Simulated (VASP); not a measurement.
# P (P6_3/mmc) in VASP: notebook

Runs on P. Level: PBEsol. Tasks: single point.

Everything below comes from runs of VASP 6.6.1. Logs are shortened: lines on timing, memory, paths and dates and some standing lists are left out, and cuts for length are marked.

## (1) The cell of the first run

The structure is hexagonal, space group P6_3/mmc (No. 194). The conventional cell has a = 3.234 Å, b = 3.234 Å, c = 3.198 Å, α = 90.00°, β = 90.00°, γ = 120.00°. Within 3.2 Å of P (site symmetry -6m2) lie 8 P at 2.46 to 3.20 Å.

## (2) Single point, PBEsol

The input, INCAR:

```
SYSTEM = P
PREC = Accurate
ENCUT = 520
EDIFF = 1E-6
ISMEAR = -1
SIGMA = 0.1
LREAL = .False.
LASPH = .True.
NELM = 60
ALGO = Normal
ISIF = 2
LWAVE = .False.
LCHARG = .True.
GGA = PS
LELF = .True.
LVHAR = .True.
NBANDS = 12
```

The input, KPOINTS:

```
Automatic mesh
0
Gamma
  13 13 11
  0 0 0
```

The input, POSCAR:

```
P
1.0
    3.2341853297      0.0000000000      0.0000000000
   -1.6170926648      2.8008866560      0.0000000000
    0.0000000000      0.0000000000      3.1980375448
P
2
Direct
    0.3333333333      0.6666666667      0.2500000000
    0.6666666667      0.3333333333      0.7500000000
```

Potentials or basis: VASP PAW PBE potentials, release 64 (P).

Command:

```
$ cat potpaw_PBE.64/P/POTCAR > POTCAR
$ mpirun -np 1 vasp_std > vasp.out
```

OUTCAR:

```text
SYSTEM = P
   PREC = Accurate
   ENCUT = 520
   EDIFF = 1E-6
   ISMEAR = -1
   LREAL = .False.
   LASPH = .True.
   NELM = 60
   ISIF = 2
   GGA = PS

 ion  position               nearest neighbor table
   1  0.333  0.667  0.250-   2 2.46   2 2.46   2 2.46   2 2.46   2 2.46   2 2.46
   2  0.667  0.333  0.750-   1 2.46   1 2.46   1 2.46   1 2.46   1 2.46   1 2.46

  LATTYP: Found a hexagonal cell.
 ALAT       =     3.2341853297
 C/A-ratio  =     0.9888232178

  Lattice vectors:

 A1 = (   3.2341853297,   0.0000000000,   0.0000000000)
 A2 = (  -1.6170926648,   2.8008866560,   0.0000000000)
 A3 = (   0.0000000000,   0.0000000000,   3.1980375448)

Analysis of symmetry for initial positions (statically):
=====================================================================
 Subroutine PRICEL returns:
 Original cell was already a primitive cell.

 Routine SETGRP: Setting up the symmetry group for a
 hexagonal supercell.

 Subroutine GETGRP returns: Found 24 space group operations
 (whereof 12 operations were pure point group operations)
 out of a pool of 24 trial point group operations.

The static configuration has the point symmetry D_3d.
 The point group associated with its full space group is D_6h.

Analysis of symmetry for dynamics (positions and initial velocities):
=====================================================================
 Subroutine PRICEL returns:
 Original cell was already a primitive cell.

 Routine SETGRP: Setting up the symmetry group for a
 hexagonal supercell.

 Subroutine GETGRP returns: Found 24 space group operations
 (whereof 12 operations were pure point group operations)
 out of a pool of 24 trial point group operations.

The dynamic configuration has the point symmetry D_3d.
 The point group associated with its full space group is D_6h.

 Subroutine INISYM returns: Found 24 space group operations
 (whereof 12 operations are pure point group operations),
 and found     1 'primitive' translations

----------------------------------------------------------------------------------------

                                     Primitive cell

  volume of cell :      28.9697

  direct lattice vectors                    reciprocal lattice vectors
     3.234185330  0.000000000  0.000000000     0.309196876  0.178514900  0.000000000
    -1.617092665  2.800886656  0.000000000     0.000000000  0.357029799  0.000000000
     0.000000000  0.000000000  3.198037545     0.000000000  0.000000000  0.312691764

[... 86 lines left out ...]
   NSW    =      0    number of steps for IOM
   IBRION =     -1    ionic relax: 0-MD 1-quasi-New 2-CG
   NFREE  =      0    steps in history (QN), initial steepest desc. (CG)
   ISIF   =      2    stress and relaxation
   ISYM   =      2    0-nonsym 1-usesym 2-fastsym
   POTIM  = 0.5000    time-step for ionic-motion
   TEBEG  =    0.0;   TEEND  =   0.0 temperature during run
   PSTRESS=    0.0 pullay stress
   NELECT =      10.0000    total number of electrons
   NUPDOWN=      -1.0000    fix difference up-down
   EMIN   =  10.00;   EMAX   =-10.00  energy-range for DOS
   EFERMI =   0.00;   METHOD = LEGACY
   ISMEAR =    -1;   SIGMA  =   0.10  broadening in eV -4-tet -1-fermi 0-gaus
   EFERMI_NEDOS =   21; number of points for ismear=-14 and -15
   IALGO  =     38    algorithm
   IMIX   =      4    mixing-type and parameters
     AMIX     =   0.40;   BMIX     =  1.00
     AMIX_MAG =   1.60;   BMIX_MAG =  1.00
  volume/ion in A,a.u.               =      14.48        97.75
  Fermi-wavevector in a.u.,A,eV,Ry     =   1.148401  2.170163 17.943696  1.318824
  Thomas-Fermi vector in A             =   2.285076
   LORBIT       =      0    0 simple, 1 ext, 2 COOP (PROOUT), +10 PAW based schemes
   GGA     = PS    functional components
   LHFCALC =     F    Hartree Fock is set to
   AEXX    =    0.0000 exact exchange contribution
   IVDW    =     0    specifies the selected vdW correction
   LEPSILON=     F    determine dielectric tensor
   LRPA    =     F    only Hartree local field effects (RPA)
 non-spin polarized calculation
  energy-cutoff  :      520.00
  volume of cell :       28.97
 maximum number of plane-waves:       804
   NGX = 13   NGY = 13   NGZ = 11

 number of electron      10.0000000 magnetization

 number of electron       9.9999999 magnetization

 Free energy of the ion-electron system (eV)
  ---------------------------------------------------
  ext. energy  EPLUGINS =         0.00000000
  ---------------------------------------------------
  free energy    TOTEN  =       -10.96594503 eV

  energy without entropy =      -10.93964540  energy(sigma->0) =      -10.95279522

 E-fermi :   9.7409     XC(G=0): -11.4254

 val. band max:        9.7397269882   @ k =   0.3077   0.2308   0.0909
 cond. band min:       9.7576707501   @ k =   0.3846   0.0000   0.1818
 fundamental gap:      0.0179437619
 Fermi energy:         9.7409414781

 k-point     1 :       0.0000    0.0000    0.0000
  band No.  band energies     occupation
      1      -6.9453      2.00000
      2       5.5220      2.00000
      3       6.5748      2.00000
      4       8.0522      2.00000
      5       8.0522      2.00000
      6      12.0305      0.00000
      7      12.0305      0.00000
      8      12.3777      0.00000
      9      18.2604      0.00000
     10      18.4076      0.00000
     11      21.4436      0.00000
     12      21.4438      0.00000
[... 331 lines left out ...]
 k-point    24 :       0.1538    0.0000    0.0909
  band No.  band energies     occupation
      1      -6.4312      2.00000
      2       3.9893      2.00000
      3       5.4194      2.00000
      4       7.3372      2.00000
      5       9.1400      1.99510
      6      11.4557      0.00000
      7      13.3719      0.00000
      8      14.6786      0.00000
      9      15.5234      0.00000
     10      19.1099      0.00000
     11      19.1994      0.00000
     12      21.5495      0.00000

 [... further k-points ...]
[... 5 lines left out ...]
  --------------------------------------------------------------------------------------
  -------------------------------------------------------------------------------------
  Total        0.1276750      0.1276750      0.0913113      0.0000000      0.0000000      0.0000000
  in kB        7.0611023      7.0611023      5.0499978      0.0000000      0.0000000      0.0000000
  external PRESSURE =       6.3907342 kB  Pullay stress =       0.0000000 kB

 VOLUME and BASIS-vectors are now :
 -----------------------------------------------------------------------------
  energy-cutoff  :      520.00
  volume of cell :       28.97
      direct lattice vectors                 reciprocal lattice vectors
     3.234185330  0.000000000  0.000000000     0.309196876  0.178514900  0.000000000
    -1.617092665  2.800886656  0.000000000     0.000000000  0.357029799  0.000000000
     0.000000000  0.000000000  3.198037545     0.000000000  0.000000000  0.312691764

 POSITION                                       TOTAL-FORCE (eV/Angst)
 -----------------------------------------------------------------------------------
     -0.00000      1.86726      0.79951        -0.000000      0.000000      0.000000
      1.61709      0.93363      2.39853         0.000000     -0.000000      0.000000
 -----------------------------------------------------------------------------------
    total drift:                                0.000000     -0.000000      0.000000

  FREE ENERGIE OF THE ION-ELECTRON SYSTEM (eV)
  ---------------------------------------------------
  free  energy   TOTEN  =       -10.9659450325 eV

  energy  without entropy=      -10.9396453985  energy(sigma->0) =      -10.95279522
```

OSZICAR:

```text
N       E                     dE             d eps       ncg     rms          rms(c)
DAV:   1     0.204404036060E+02    0.20440E+02   -0.46353E+03  3024   0.733E+02
DAV:   2    -0.993199475354E+01   -0.30372E+02   -0.29169E+02  4048   0.118E+02
DAV:   3    -0.109980919044E+02   -0.10661E+01   -0.10576E+01  4008   0.206E+01
DAV:   4    -0.110040886820E+02   -0.59968E-02   -0.59929E-02  3496   0.183E+00
DAV:   5    -0.110041308950E+02   -0.42213E-04   -0.42212E-04  3924   0.149E-01    0.663E+00
DAV:   6    -0.109784089588E+02    0.25722E-01   -0.97726E-03  3516   0.508E-01    0.389E+00
DAV:   7    -0.109658938658E+02    0.12515E-01   -0.19154E-02  3592   0.740E-01    0.103E-01
DAV:   8    -0.109659425589E+02   -0.48693E-04   -0.11510E-03  3608   0.215E-01    0.271E-02
DAV:   9    -0.109659451638E+02   -0.26049E-05   -0.90487E-06  3936   0.230E-02    0.126E-02
DAV:  10    -0.109659450325E+02    0.13134E-06   -0.11685E-06  2444   0.586E-03
   1 F= -.10965945E+02 E0= -.10952795E+02  d E =-.262996E-01
```

stdout:

```text
POSCAR found type information on POSCAR P
 POSCAR found :  1 types and       2 ions
 scaLAPACK will be used
 -----------------------------------------------------------------------------
|                                                                             |
|                                                                             |
|     You enforced a specific xc type in the INCAR file but a different       |
|     I HOPE YOU KNOW WHAT YOU ARE DOING!                                     |
|                                                                             |
 -----------------------------------------------------------------------------

 LDA part: xc-table for (Slater+PW92), standard interpolation
 POSCAR, INCAR and KPOINTS ok, starting setup
 FFT: planning ... GRIDC
 FFT: planning ... GRID_SOFT
 FFT: planning ... GRID
 WAVECAR not read
 entering main loop
```

Run time: 16 s. Hardware: 1 thread of Intel Xeon Platinum 8488C (Sapphire Rapids), shared host; peak memory 0.15 GiB.

Results:

```yaml
Free_energy: -10.9659 eV
Pressure: 0.6 GPa
Band_gap_on_the_k_mesh: zero (band 5 reaches 11.64 eV, above the bottom of band 6 at 6.20 eV)
```

Levels at points of the mesh, in eV from the Fermi level:
| k point | band 3 | band 4 | band 5 | band 6 | band 7 | band 8 |
| --- | --- | --- | --- | --- | --- | --- |
| (0.00, 0.00, 0.00) | -3.17 | -1.69 | -1.69 | 2.29 | 2.29 | 2.64 |

Caveat: the PAW data sets were made with another functional, which shifts forces and pressure a little.

## (3) Single point, PBEsol (volume scaled by 1.04)

INCAR is that of step 2.

KPOINTS is that of step 2.

The input, POSCAR:

```
P
1.0
    3.2767452804      0.0000000000      0.0000000000
   -1.6383726402      2.8377446546      0.0000000000
    0.0000000000      0.0000000000      3.2401218123
P
2
Direct
    0.3333333333      0.6666666667      0.2500000000
    0.6666666667      0.3333333333      0.7500000000
```

Potentials or basis: VASP PAW PBE potentials, release 64 (P).

Command:

```
$ cat potpaw_PBE.64/P/POTCAR > POTCAR
$ mpirun -np 1 vasp_std > vasp.out
```

It took 14 s on 1 thread of Intel Xeon Platinum 8488C (Sapphire Rapids), shared host; peak memory 0.15 GiB.

It converged, with:

* Free energy: -10.9567 eV
* Pressure: -3.2 GPa
* Band gap on the k mesh: zero (band 5 reaches 10.88 eV, above the bottom of band 6 at 5.84 eV)

Stress tensor (GPa, compression positive):
```
-2.67  0.00  0.00
 0.00 -2.67  0.00
 0.00  0.00 -4.17
```

Levels at points of the mesh, in eV from the Fermi level:
| k point | band 2 | band 3 | band 4 | band 5 | band 6 | band 7 | band 8 | band 9 |
| --- | --- | --- | --- | --- | --- | --- | --- | --- |
| (0.00, 0.00, 0.00) | -4.06 | -3.42 | -1.62 | -1.62 | 2.29 | 2.29 | 2.77 | 8.12 |

Caveat: the PAW data sets were made with another functional, which shifts forces and pressure a little.

[end of part 1 of 2]
